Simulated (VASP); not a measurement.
Here is a VASP 6.6.1 calculation.

Contents of INCAR:

```
  ALGO = Normal
  EDIFF = 1E-6
  ENCUT = 520
  ISIF = 2
  ISMEAR = -1
  LASPH = True
  LCHARG = False
  LREAL = False
  LWAVE = False
  NBANDS = 16
  NELM = 100
  PREC = Accurate
  SIGMA = 0.08
```

The input KPOINTS:

```
k-points
0
Gamma
  10 10 10
```

POSCAR

```
GaAs
1.0
    0.0000000000      2.8268500000      2.7985815000
    2.8268500000      0.0000000000      2.7985815000
    2.8268500000      2.8268500000      0.0000000000
Ga As
1 1
Direct
    0.0000000000      0.0000000000      0.0000000000
    0.7500000000      0.7500000000      0.7500000000
```

Potentials or basis: VASP PAW LDA potentials, release 64 (Ga_d, As).

The run is started by

```bash
$ cat potpaw_LDA.64/Ga_d/POTCAR potpaw_LDA.64/As/POTCAR > POTCAR
$ mpirun -np 1 vasp_std > vasp.out
```

(1) Estimate the band gap on the k mesh.

(2) What does it give for the pressure?

Answers

(1) 0.37 eV.

(2) -0.9 GPa.

Caveat: the cell differs from its parent crystal (zz strain of -1 %).
